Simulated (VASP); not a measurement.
Input of a VASP 6.6.1 run:

Contents of INCAR:

```
SYSTEM = TiW4
  PREC = Accurate
  ENCUT = 520
  EDIFF = 1E-6
  ISMEAR = 0
  SIGMA = 0.1
  LREAL = .False.
  LASPH = .True.
  NELM = 100
  ALGO = Fast
  ISIF = 2
  LWAVE = .False.
  LCHARG = .False.
  GGA = PE
  NBANDS = 79
```

File KPOINTS:

```
Automatic mesh
0
Gamma
  18 18 2
  0 0 0
```

File POSCAR:

```
TiW4
1.0
    2.7831127596      0.0000000028      0.0000000000
   -1.3915563822      2.4102463500      0.0000000000
    0.0000000000      0.0000000000     24.6823354584
Ti W
2 8
Direct
    0.6666666667      0.3333333333      0.7000331814
    0.6666666667      0.3333333333      0.2999668186
    0.3333333333      0.6666666667      0.5999777162
    0.3333333333      0.6666666667      0.8000686469
    0.3333333333      0.6666666667      0.0000000000
    0.3333333333      0.6666666667      0.1999313531
    0.3333333333      0.6666666667      0.4000222838
    0.6666666667      0.3333333333      0.9000869435
    0.6666666667      0.3333333333      0.0999130565
    0.6666666667      0.3333333333      0.5000000000
```

Potentials or basis: VASP PAW PBE potentials, release 64 (Ti_sv, W_sv).

Launch:

```bash
$ cat potpaw_PBE.64/Ti_sv/POTCAR potpaw_PBE.64/W_sv/POTCAR > POTCAR
$ mpirun -np 1 vasp_std > vasp.out
```

Task: Predict the pressure.

Result: 0.3 GPa.

Task: Estimate the band gap on the k mesh.

Result: Zero (bands 68 and 69 overlap by 1.18 eV).

Forces in eV/Å, atoms in the order of the input:
```
Ti   0.000  0.000  0.002
Ti   0.000  0.000 -0.002
W    0.000  0.000  0.021
W    0.000  0.000 -0.020
W    0.000  0.000  0.000
W    0.000  0.000  0.020
W    0.000  0.000 -0.021
W    0.000  0.000 -0.002
W    0.000  0.000  0.002
W    0.000  0.000  0.000
```

Caveat: spin-orbit coupling is left out, which moves the levels of the heavy elements.
